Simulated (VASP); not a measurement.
# Pt (Fm-3m) in VASP: a series of runs, part 2 of 2

VASP 6.6.1. The steps go on from the part before.

### Step 3. Single point, PBE

File INCAR:

```
ALGO = Normal
EDIFF = 1E-6
ENCUT = 500
GGA = PE
GGA_COMPAT = False
ISIF = 2
ISMEAR = 1
LASPH = True
LCHARG = False
LREAL = False
LWAVE = False
NBANDS = 11
NELM = 120
PREC = Accurate
SIGMA = 0.1
```

File KPOINTS:

```
k-points
0
Gamma
  9 9 9
```

File POSCAR:

```
Pt
1.0
    0.0000000000      1.9609000000      1.9609000000
    1.9609000000      0.0000000000      1.9609000000
    1.9609000000      1.9609000000      0.0000000000
Pt
1
Direct
    0.0000000000      0.0000000000      0.0000000000
```

Potentials or basis: VASP PAW PBE potentials, release 64 (Pt).

Started as:

```bash
> cat potpaw_PBE.64/Pt/POTCAR > POTCAR
> mpirun -np 1 vasp_std > vasp.out
```

OUTCAR:

```text
EDIFF = 1E-6
   ENCUT = 500
   GGA = PE
   ISIF = 2
   ISMEAR = 1
   LASPH = True
   LREAL = False
   NELM = 120
   PREC = Accurate

 ion  position               nearest neighbor table
   1  0.000  0.000  0.000-

  LATTYP: Found a face centered cubic cell.
 ALAT       =     3.9218000000

  Lattice vectors:

 A1 = (   0.0000000000,   1.9609000000,   1.9609000000)
 A2 = (   1.9609000000,   0.0000000000,   1.9609000000)
 A3 = (   1.9609000000,   1.9609000000,   0.0000000000)

Analysis of symmetry for initial positions (statically):
=====================================================================
 Subroutine PRICEL returns:
 Original cell was already a primitive cell.

 Routine SETGRP: Setting up the symmetry group for a
 face centered cubic supercell.

 Subroutine GETGRP returns: Found 48 space group operations
 (whereof 48 operations were pure point group operations)
 out of a pool of 48 trial point group operations.

The static configuration has the point symmetry O_h .

Analysis of symmetry for dynamics (positions and initial velocities):
=====================================================================
 Subroutine PRICEL returns:
 Original cell was already a primitive cell.

 Routine SETGRP: Setting up the symmetry group for a
 face centered cubic supercell.

 Subroutine GETGRP returns: Found 48 space group operations
 (whereof 48 operations were pure point group operations)
 out of a pool of 48 trial point group operations.

The dynamic configuration has the point symmetry O_h .

 Subroutine INISYM returns: Found 48 space group operations
 (whereof 48 operations are pure point group operations),
 and found     1 'primitive' translations

----------------------------------------------------------------------------------------

                                     Primitive cell

  volume of cell :      15.0798

  direct lattice vectors                    reciprocal lattice vectors
[... 105 lines left out ...]
     AMIX_MAG =   1.60;   BMIX_MAG =  1.00
  volume/ion in A,a.u.               =      15.08       101.76
  Fermi-wavevector in a.u.,A,eV,Ry     =   1.427609  2.697791 27.729605  2.038068
  Thomas-Fermi vector in A             =   2.547760
   LORBIT       =      0    0 simple, 1 ext, 2 COOP (PROOUT), +10 PAW based schemes
   GGA     = PE    functional components
   LHFCALC =     F    Hartree Fock is set to
   AEXX    =    0.0000 exact exchange contribution
   IVDW    =     0    specifies the selected vdW correction
   LEPSILON=     F    determine dielectric tensor
   LRPA    =     F    only Hartree local field effects (RPA)
 non-spin polarized calculation
 Methfessel and Paxton  Order N= 1 SIGMA  =   0.10
  energy-cutoff  :      500.00
  volume of cell :       15.08
 maximum number of plane-waves:       390
   NGX = 11   NGY = 11   NGZ = 11

 number of electron      10.0000001 magnetization

 Free energy of the ion-electron system (eV)
  ---------------------------------------------------
  ext. energy  EPLUGINS =         0.00000000
  ---------------------------------------------------
  free energy    TOTEN  =        -6.11279727 eV

  energy without entropy =       -6.11420692  energy(sigma->0) =       -6.11326715

 E-fermi :  11.2725     XC(G=0): -13.4903

 val. band max:       11.2192226702   @ k =   0.4444   0.4444   0.0000
 cond. band min:      11.2896530874   @ k =   0.4444   0.1111   0.0000
 fundamental gap:      0.0704304172
 Fermi energy:        11.2725324163

 k-point     1 :       0.0000    0.0000    0.0000
  band No.  band energies     occupation
      1       1.0488      2.00000
      2       7.4798      2.00000
      3       7.4798      2.00000
      4       7.4798      2.00000
      5       9.6372      2.00000
      6       9.6372      2.00000
      7      25.9045      0.00000
      8      30.8739      0.00000
      9      30.8739      0.00000
     10      30.8739      0.00000
     11      36.2178      0.00000
[... 309 lines left out ...]
 k-point    24 :       0.4444    0.4444    0.0000
  band No.  band energies     occupation
      1       4.2535      2.00000
      2       4.7155      2.00000
      3      11.2192      1.77546
      4      11.5425     -0.00091
      5      11.5425     -0.00091
      6      12.2314     -0.00000
      7      21.2219      0.00000
      8      23.0610      0.00000
      9      23.0610      0.00000
     10      31.2184      0.00000
     11      34.4295      0.00000

 [... further k-points ...]
[... 5 lines left out ...]
  --------------------------------------------------------------------------------------
  -------------------------------------------------------------------------------------
  Total        0.8473931      0.8473931      0.8473931      0.0000000     -0.0000000      0.0000000
  in kB       90.0324706     90.0324706     90.0324706      0.0000000     -0.0000000      0.0000000
  external PRESSURE =      90.0324706 kB  Pullay stress =       0.0000000 kB

 VOLUME and BASIS-vectors are now :
 -----------------------------------------------------------------------------
  energy-cutoff  :      500.00
  volume of cell :       15.08
      direct lattice vectors                 reciprocal lattice vectors
     0.000000000  1.960900000  1.960900000    -0.254984956  0.254984956  0.254984956
     1.960900000  0.000000000  1.960900000     0.254984956 -0.254984956  0.254984956
     1.960900000  1.960900000  0.000000000     0.254984956  0.254984956 -0.254984956

 POSITION                                       TOTAL-FORCE (eV/Angst)
 -----------------------------------------------------------------------------------
      0.00000      0.00000      0.00000         0.000000      0.000000      0.000000
 -----------------------------------------------------------------------------------
    total drift:                                0.000000     -0.000000      0.000000

  FREE ENERGIE OF THE ION-ELECTRON SYSTEM (eV)
  ---------------------------------------------------
  free  energy   TOTEN  =        -6.1127972692 eV

  energy  without entropy=       -6.1142069154  energy(sigma->0) =       -6.11326715
```

OSZICAR:

```text
N       E                     dE             d eps       ncg     rms          rms(c)
DAV:   1     0.390489854791E+02    0.39049E+02   -0.52898E+03   802   0.813E+02
DAV:   2    -0.586218187348E+01   -0.44911E+02   -0.42668E+02   886   0.171E+02
DAV:   3    -0.647916004642E+01   -0.61698E+00   -0.61448E+00   887   0.192E+01
DAV:   4    -0.648153547713E+01   -0.23754E-02   -0.23753E-02   902   0.139E+00
DAV:   5    -0.648155482609E+01   -0.19349E-04   -0.19349E-04   905   0.118E-01    0.129E+01
DAV:   6    -0.615632101076E+01    0.32523E+00   -0.71328E-01   860   0.679E+00    0.680E+00
DAV:   7    -0.611622711305E+01    0.40094E-01   -0.14952E-01   887   0.303E+00    0.242E+00
DAV:   8    -0.611297980302E+01    0.32473E-02   -0.59625E-03   851   0.669E-01    0.552E-01
DAV:   9    -0.611279453440E+01    0.18527E-03   -0.11383E-04   878   0.958E-02    0.517E-02
DAV:  10    -0.611279736223E+01   -0.28278E-05   -0.38495E-06   962   0.154E-02    0.362E-03
DAV:  11    -0.611279726923E+01    0.92999E-07   -0.34974E-08   493   0.174E-03
   1 F= -.61127973E+01 E0= -.61132672E+01  d E =0.140965E-02
```

stdout:

```text
POSCAR found type information on POSCAR Pt
 POSCAR found :  1 types and       1 ions
 scaLAPACK will be used
 LDA part: xc-table for (Slater+PW92), standard interpolation
 POSCAR, INCAR and KPOINTS ok, starting setup
 FFT: planning ... GRIDC
 FFT: planning ... GRID_SOFT
 FFT: planning ... GRID
 WAVECAR not read
 entering main loop
```

Run time: 7.1 s. Hardware: 1 thread of Intel Xeon Platinum 8375C at 2.90GHz (Ice Lake), shared host; peak memory 0.12 GiB.

What came out:

```
Free energy            : -6.1128 eV
Pressure               : 9.0 GPa
Band gap on the k mesh : zero (band 5 reaches 11.62 eV, above the bottom of band 6 at 9.55 eV)
```

Caveat: spin-orbit coupling is left out, which moves the levels of the heavy elements.
